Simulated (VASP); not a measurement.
# SnO2 in VASP: further runs

Runs on SnO2. Level: r2SCAN. Tasks: single point, relaxation of cell and atoms.

Everything below comes from runs of VASP 6.6.1. Logs are shortened: lines on timing, memory, paths and dates and some standing lists are left out, and cuts for length are marked.

## (1) The cell of the first run

The typed cell holds 6 atoms: a = 4.760 Å, b = 4.760 Å, c = 3.201 Å, α = 90.00°, β = 90.00°, γ = 90.00°.

## (2) Single point, r2SCAN

File POSCAR:

```
SnO2
1.0
    4.7598181028      0.0000000000      0.0000000000
    0.0000000000      4.7600576175      0.0000000000
    0.0000000000      0.0000000000      3.2007107555
Sn O
2 4
Direct
    0.5000000000      0.5000000000      0.5000000000
    0.0000000000      0.0000000000      0.0000000000
    0.3058623572      0.3059582262      0.0000000000
    0.8058623572      0.1940417738      0.5000000000
    0.1941376428      0.8059582262      0.5000000000
    0.6941376428      0.6940417738      0.0000000000
```

File INCAR.step1:

```
SYSTEM = SnO2
PREC = Accurate
ENCUT = 520
ISMEAR = 0
SIGMA = 0.02
LREAL = .False.
LASPH = .True.
NELM = 80
NBANDS = 35
GGA = PE
ALGO = Normal
EDIFF = 1E-4
LWAVE = .True.
LCHARG = .False.
```

File INCAR.step2:

```
SYSTEM = SnO2
PREC = Accurate
ENCUT = 520
EDIFF = 1E-6
ISMEAR = 0
SIGMA = 0.02
LREAL = .False.
LASPH = .True.
NELM = 80
ALGO = Normal
ISIF = 2
LWAVE = .False.
LCHARG = .False.
METAGGA = R2SCAN
LMIXTAU = .True.
NBANDS = 35
ISTART = 1
```

File KPOINTS:

```
Automatic mesh
0
Gamma
  6 6 8
  0 0 0
```

Potentials or basis: VASP PAW PBE potentials, release 64 (Sn_d, O).

On the command line:

```
> cat potpaw_PBE.64/Sn_d/POTCAR potpaw_PBE.64/O/POTCAR > POTCAR
> cp INCAR.step1 INCAR
> mpirun -np 1 vasp_std > vasp.out
> cp INCAR.step2 INCAR
> mpirun -np 1 vasp_std > vasp.out
```

OUTCAR:

```text
SYSTEM = SnO2
   PREC = Accurate
   ENCUT = 520
   EDIFF = 1E-6
   ISMEAR = 0
   LREAL = .False.
   LASPH = .True.
   NELM = 80
   ISIF = 2
   METAGGA = R2SCAN
   ISTART = 1

 ion  position               nearest neighbor table
   1  0.500  0.500  0.500-   4 2.06   5 2.06   3 2.07   6 2.07   3 2.07   6 2.07   2 3.73   2 3.73
                             2 3.73   2 3.73   2 3.73   2 3.73   2 3.73   2 3.73
   2  0.000  0.000  0.000-   3 2.06   6 2.06   5 2.07   4 2.07   4 2.07   5 2.07   1 3.73   1 3.73
                             1 3.73   1 3.73   1 3.73   1 3.73   1 3.73   1 3.73
   3  0.306  0.306  0.000-   2 2.06   1 2.07   1 2.07
   4  0.806  0.194  0.500-   1 2.06   2 2.07   2 2.07
   5  0.194  0.806  0.500-   1 2.06   2 2.07   2 2.07
   6  0.694  0.694  0.000-   2 2.06   1 2.07   1 2.07

  LATTYP: Found a simple orthorhombic cell.
 ALAT       =     3.2007107555
 B/A-ratio  =     1.4871128529
 C/A-ratio  =     1.4871876846

  Lattice vectors:

 A1 = (   0.0000000000,   0.0000000000,   3.2007107555)
 A2 = (   4.7598181028,   0.0000000000,   0.0000000000)
 A3 = (   0.0000000000,   4.7600576175,   0.0000000000)

Analysis of symmetry for initial positions (statically):
=====================================================================
 Subroutine PRICEL returns:
 Original cell was already a primitive cell.

 Routine SETGRP: Setting up the symmetry group for a
 simple orthorhombic supercell.

 Subroutine GETGRP returns: Found  8 space group operations
 (whereof  4 operations were pure point group operations)
 out of a pool of  8 trial point group operations.

The static configuration has the point symmetry C_2h.
 The point group associated with its full space group is D_2h.

Analysis of symmetry for dynamics (positions and initial velocities):
=====================================================================
 Subroutine PRICEL returns:
 Original cell was already a primitive cell.

 Routine SETGRP: Setting up the symmetry group for a
 simple orthorhombic supercell.

 Subroutine GETGRP returns: Found  8 space group operations
 (whereof  4 operations were pure point group operations)
 out of a pool of  8 trial point group operations.

The dynamic configuration has the point symmetry C_2h.
 The point group associated with its full space group is D_2h.

 Subroutine INISYM returns: Found  8 space group operations
 (whereof  4 operations are pure point group operations),
 and found     1 'primitive' translations

----------------------------------------------------------------------------------------

                                     Primitive cell

  volume of cell :      72.5185

  direct lattice vectors                    reciprocal lattice vectors
     4.759818103  0.000000000  0.000000000     0.210092062  0.000000000  0.000000000
     0.000000000  4.760057618  0.000000000     0.000000000  0.210081491  0.000000000
     0.000000000  0.000000000  3.200710755     0.000000000  0.000000000  0.312430606

  length of vectors
     4.759818103  4.760057618  3.200710755     0.210092062  0.210081491  0.312430606

  position of ions in fractional coordinates (direct lattice)
     0.500000000  0.500000000  0.500000000
     0.000000000  0.000000000  0.000000000
     0.305862357  0.305958226  0.000000000
     0.805862357  0.194041774  0.500000000
     0.194137643  0.805958226  0.500000000
     0.694137643  0.694041774  0.000000000

  ion indices of the primitive-cell ions
   primitive index   ion index
                 1           1
                 2           2
                 3           3
                 4           4
                 5           5
                 6           6

----------------------------------------------------------------------------------------

 KPOINTS: Automatic mesh

Automatic generation of k-mesh.
 Grid dimensions read from file:
 generate k-points for:    6    6    8

 Generating k-lattice:

  Cartesian coordinates                     Fractional coordinates (reciprocal lattice)
     0.035015344  0.000000000  0.000000000     0.166666667  0.000000000  0.000000000
     0.000000000  0.035013582  0.000000000     0.000000000  0.166666667  0.000000000
     0.000000000  0.000000000  0.039053826     0.000000000  0.000000000  0.125000000

  Length of vectors
     0.035015344  0.035013582  0.039053826

  Shift w.r.t. Gamma in fractional coordinates (k-lattice)
     0.000000000  0.000000000  0.000000000

 Subroutine IBZKPT returns following result:
 ===========================================

 Found     80 irreducible k-points:

 Following reciprocal coordinates:
            Coordinates               Weight
  0.000000  0.000000  0.000000      1.000000
  0.166667  0.000000  0.000000      2.000000
  0.333333  0.000000  0.000000      2.000000
  0.500000  0.000000  0.000000      1.000000
  0.000000  0.166667  0.000000      2.000000
  0.166667  0.166667  0.000000      4.000000
[... 16 lines left out ...]
  0.333333  0.166667  0.125000      8.000000
  0.500000  0.166667  0.125000      4.000000
 [... further k-points ...]
   k-points           NKPTS =     80   k-points in BZ     NKDIM =     80   number of bands    NBANDS=     35
   number of dos      NEDOS =    301   number of ions     NIONS =      6
   total plane-waves  NPLWV =  31104
   dimension x,y,z NGX =    36 NGY =   36 NGZ =   24
   dimension x,y,z NGXF=    72 NGYF=   72 NGZF=   48
   ions per type =               2   4
   NGX,Y,Z   is equivalent  to a cutoff of  12.57, 12.57, 12.47 a.u.
   NGXF,Y,Z  is equivalent  to a cutoff of  25.15, 25.15, 24.93 a.u.
 SYSTEM =  SnO2
   PREC   = accura    normal or accurate (medium, high low for compatibility)
   ISTART =      1    job   : 0-new  1-cont  2-samecut
   ICHARG =      0    charge: 1-file 2-atom 10-const
   ISPIN  =      1    spin polarized calculation?
   LNONCOLLINEAR =      F non collinear calculations
   LSORBIT =      F    spin-orbit coupling
   LASPH  =      T    aspherical Exc in radial PAW
   ENCUT  =  520.0 eV  38.22 Ry    6.18 a.u.   8.85  8.85  5.95*2*pi/ulx,y,z
   NELM   =     80;   NELMIN=  2; NELMDL=  0     # of ELM steps
   EDIFF  = 0.1E-05   stopping-criterion for ELM
   LREAL  =      F    real-space projection
   EDIFFG = 0.1E-04   stopping-criterion for IOM
   NSW    =      0    number of steps for IOM
   IBRION =     -1    ionic relax: 0-MD 1-quasi-New 2-CG
   NFREE  =      0    steps in history (QN), initial steepest desc. (CG)
   ISIF   =      2    stress and relaxation
   ISYM   =      2    0-nonsym 1-usesym 2-fastsym
   POTIM  = 0.5000    time-step for ionic-motion
   TEBEG  =    0.0;   TEEND  =   0.0 temperature during run
   PSTRESS=    0.0 pullay stress
   NELECT =      52.0000    total number of electrons
   NUPDOWN=      -1.0000    fix difference up-down
   EMIN   =  10.00;   EMAX   =-10.00  energy-range for DOS
   EFERMI =   0.00;   METHOD = LEGACY
   ISMEAR =     0;   SIGMA  =   0.02  broadening in eV -4-tet -1-fermi 0-gaus
   EFERMI_NEDOS =   21; number of points for ismear=-14 and -15
   IALGO  =     38    algorithm
   IMIX   =      4    mixing-type and parameters
     AMIX     =   0.40;   BMIX     =  1.00
     AMIX_MAG =   1.60;   BMIX_MAG =  1.00
  volume/ion in A,a.u.               =      12.09        81.56
  Fermi-wavevector in a.u.,A,eV,Ry     =   1.465299  2.769014 29.213088  2.147101
  Thomas-Fermi vector in A             =   2.581173
   LORBIT       =      0    0 simple, 1 ext, 2 COOP (PROOUT), +10 PAW based schemes
   METAGGA = R2SCAN    functional components
   LHFCALC =     F    Hartree Fock is set to
   AEXX    =    0.0000 exact exchange contribution
   IVDW    =     0    specifies the selected vdW correction
   LEPSILON=     F    determine dielectric tensor
   LRPA    =     F    only Hartree local field effects (RPA)
 non-spin polarized calculation
 Gauss-broadening in eV      SIGMA  =   0.02
  energy-cutoff  :      520.00
  volume of cell :       72.52
 maximum number of plane-waves:      1992
 NGX is ok and might be reduce to    36
   NGX = 17   NGY = 17   NGZ = 11

 number of electron      52.0000003 magnetization

 Free energy of the ion-electron system (eV)
  ---------------------------------------------------
  ext. energy  EPLUGINS =         0.00000000
  ---------------------------------------------------
  free energy    TOTEN  =       -84.62954437 eV

  energy without entropy =      -84.62954437  energy(sigma->0) =      -84.62954437

 E-fermi :   5.7384     XC(G=0): -11.9696

 val. band max:        5.5576815050   @ k =   0.0000   0.0000   0.0000
 cond. band min:       7.3520994662   @ k =   0.0000   0.0000   0.0000
 fundamental gap:      1.7944179612
 Fermi energy:         5.7384365653

 k-point     1 :       0.0000    0.0000    0.0000
  band No.  band energies     occupation
      1     -16.1796      2.00000
      2     -15.2663      2.00000
      3     -14.9661      2.00000
      4     -14.9661      2.00000
      5     -14.9437      2.00000
      6     -14.9051      2.00000
[... 27 lines left out ...]
     34      18.6557      0.00000
     35      18.9988      0.00000

 k-point     2 :       0.1667    0.0000    0.0000
  band No.  band energies     occupation
      1     -16.1324      2.00000
      2     -15.3256      2.00000
      3     -14.9645      2.00000
      4     -14.9644      2.00000
      5     -14.9456      2.00000
      6     -14.9449      2.00000
[... 27 lines left out ...]
     34      18.6191      0.00000
     35      18.9456      0.00000

 k-point     3 :       0.3333    0.0000    0.0000
  band No.  band energies     occupation
      1     -15.9944      2.00000
      2     -15.5251      2.00000
      3     -14.9709      2.00000
      4     -14.9612      2.00000
      5     -14.9611      2.00000
      6     -14.9519      2.00000
[... 27 lines left out ...]
     34      18.6131      0.00000
     35      18.8839      0.00000

 k-point     4 :       0.5000    0.0000    0.0000
  band No.  band energies     occupation
      1     -15.7792      2.00000
      2     -15.7792      2.00000
      3     -14.9628      2.00000
      4     -14.9628      2.00000
      5     -14.9595      2.00000
      6     -14.9595      2.00000
[... 27 lines left out ...]
     34      18.7686      0.00000
     35      19.1329      0.00000

 k-point     5 :       0.0000    0.1667    0.0000
  band No.  band energies     occupation
      1     -16.1324      2.00000
      2     -15.3256      2.00000
      3     -14.9645      2.00000
      4     -14.9645      2.00000
      5     -14.9456      2.00000
      6     -14.9449      2.00000
[... 638 lines left out ...]
 k-point    22 :       0.1667    0.1667    0.1250
  band No.  band energies     occupation
      1     -16.0275      2.00000
      2     -15.3775      2.00000
      3     -15.1549      2.00000
      4     -15.1319      2.00000
      5     -14.9132      2.00000
      6     -14.8827      2.00000
[... 27 lines left out ...]
     34      18.5907      0.00000
     35      18.8294      0.00000

 k-point    23 :       0.3333    0.1667    0.1250
  band No.  band energies     occupation
      1     -15.9274      2.00000
      2     -15.5654      2.00000
      3     -15.1536      2.00000
      4     -15.1394      2.00000
      5     -14.9050      2.00000
      6     -14.8797      2.00000
[... 27 lines left out ...]
     34      18.6552      0.00000
     35      18.7938      0.00000

 k-point    24 :       0.5000    0.1667    0.1250
  band No.  band energies     occupation
      1     -15.7660      2.00000
      2     -15.7660      2.00000
      3     -15.1479      2.00000
      4     -15.1479      2.00000
      5     -14.8915      2.00000
      6     -14.8915      2.00000
[... 27 lines left out ...]
     34      18.7081      0.00000
     35      19.0377      0.00000

 [... further k-points ...]
[... 5 lines left out ...]
  --------------------------------------------------------------------------------------
  -------------------------------------------------------------------------------------
  Total        0.4192838      0.4191903      0.6518078     -0.0000000      0.0000000      0.0000000
  in kB        9.2633832      9.2613190     14.4006181     -0.0000000      0.0000000      0.0000000
  external PRESSURE =      10.9751068 kB  Pullay stress =       0.0000000 kB

 VOLUME and BASIS-vectors are now :
 -----------------------------------------------------------------------------
  energy-cutoff  :      520.00
  volume of cell :       72.52
      direct lattice vectors                 reciprocal lattice vectors
     4.759818103  0.000000000  0.000000000     0.210092062  0.000000000  0.000000000
     0.000000000  4.760057618  0.000000000     0.000000000  0.210081491  0.000000000
     0.000000000  0.000000000  3.200710755     0.000000000  0.000000000  0.312430606

 POSITION                                       TOTAL-FORCE (eV/Angst)
 -----------------------------------------------------------------------------------
      2.37991      2.38003      1.60036         0.000000      0.000000      0.000000
      0.00000      0.00000      0.00000         0.000000      0.000000      0.000000
      1.45585      1.45638      0.00000        -0.019626     -0.019905      0.000000
      3.83576      0.92365      1.60036        -0.019626      0.019905      0.000000
      0.92406      3.83641      1.60036         0.019626     -0.019905      0.000000
      3.30397      3.30368      0.00000         0.019626      0.019905      0.000000
 -----------------------------------------------------------------------------------
    total drift:                                0.000000      0.000000      0.000000

  FREE ENERGIE OF THE ION-ELECTRON SYSTEM (eV)
  ---------------------------------------------------
  free  energy   TOTEN  =       -84.6295443747 eV

  energy  without entropy=      -84.6295443747  energy(sigma->0) =      -84.62954437
```

Wall time 4.7 min (1 thread of Intel Xeon Platinum 8488C (Sapphire Rapids), shared host); peak memory 0.29 GiB.

Results:

| Quantity | Value |
| --- | --- |
| Free energy | -84.6295 eV |
| Pressure | 1.1 GPa |
| Largest force | 0.028 eV/Å |
| Band gap on the k mesh | 1.79 eV |

Forces on the atoms (eV/Å):
```
Sn   0.000  0.000  0.000
Sn   0.000  0.000  0.000
O   -0.020 -0.020  0.000
O   -0.020  0.020  0.000
O    0.020 -0.020  0.000
O    0.020  0.020  0.000
```

Caveat: the PAW data sets were made with another functional, which shifts forces and pressure a little; spin-orbit coupling is left out, which moves the levels of the heavy elements.

(Continued in part 2 of 2.)
